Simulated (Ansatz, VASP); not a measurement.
**Two plane-wave programs on Be7S**

```xyz
8
Lattice="3.1623 0.0000 0.0000 0.0000 3.1623 0.0000 0.0000 0.0000 7.8948" Properties=species:S:1:pos:R:3 pbc="T T T"
Be    0.0000    1.5811    5.4199
Be    1.5811    1.5811    0.0000
Be    1.5811    0.0000    5.4199
Be    0.0000    1.5811    2.4749
Be    1.5811    0.0000    2.4749
Be    0.0000    0.0000    3.9474
Be    1.5811    1.5811    3.9474
S     0.0000    0.0000    0.0000
```

Alike in both runs: functional PBE; k mesh 5 × 5 × 3; occupations gaussian, width 0.2 eV; no spin polarisation.

Ansatz relaxed the structure, and its values are those at the end. VASP's run is a single point on that final structure, the one shown.

```csv
,VASP,Ansatz
version,VASP 6.6.1,Ansatz 0.2.0
potentials or method,"VASP PAW PBE potentials, release 64 (Be, S), cutoff 520 eV","scalar-relativistic, plane waves, PAW"
valence electrons in the cell,20,20
```

Ansatz gave:

- gap on the k mesh at the Fermi level (eV): none
- pressure (GPa): 0.1
- rms of the force components (eV/Å): 0.007

Task: What did VASP give for the same quantities?

Result: gap on the k mesh at the Fermi level (eV): none; pressure (GPa): 0.2; rms of the force components (eV/Å): 0.003.

A gap of «none» marks a metal or a gap that the smearing closes. With one functional, cell and mesh, what is left measures potentials, basis and numerics.

The k mesh is coarse, so the values compare programs but aren't converged.
